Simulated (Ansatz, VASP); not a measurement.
**BeCdS4 in VASP and in Ansatz**

```
CELL_PARAMETERS angstrom
-4.20022 4.20022 1.63640
4.20022 -4.20022 1.63640
4.20022 4.20022 -1.63640
ATOMIC_POSITIONS crystal
Be 0.50000 0.50000 0.00000
Cd 0.25000 0.75000 0.50000
S 0.86062 0.86062 0.72124
S 0.13938 0.13938 0.27876
S 0.13938 0.86062 0.00000
S 0.86062 0.13938 0.00000
```

Alike in both runs: functional PBE; k mesh 4 × 4 × 4; occupations gaussian, width 0.2 eV; no spin polarisation.

Ansatz relaxed the structure, and its values are those at the end. VASP's run is a single point on that final structure, the one shown.

|  | VASP | Ansatz |
| --- | --- | --- |
| version | VASP 6.6.1 | Ansatz 0.2.0 |
| potentials or method | VASP PAW PBE potentials, release 64 (Be, Cd, S), cutoff 520 eV | scalar-relativistic, plane waves, PAW |
| valence electrons in the cell | 38 | 46 |

Ansatz gave:

- gap on the k mesh at the Fermi level (eV): none
- pressure (GPa): 0.2
- rms of the force components (eV/Å): 0.010

Estimate VASP's values.

gap on the k mesh at the Fermi level (eV): none; pressure (GPa): 0.1; rms of the force components (eV/Å): 0.037.

A gap of «none» marks a metal or a gap that the smearing closes. VASP's potentials hold 38 valence electrons a cell and Ansatz's 46, so a difference there can come from the potentials and not from the codes.

The k mesh is coarse, so the values compare programs but aren't converged.
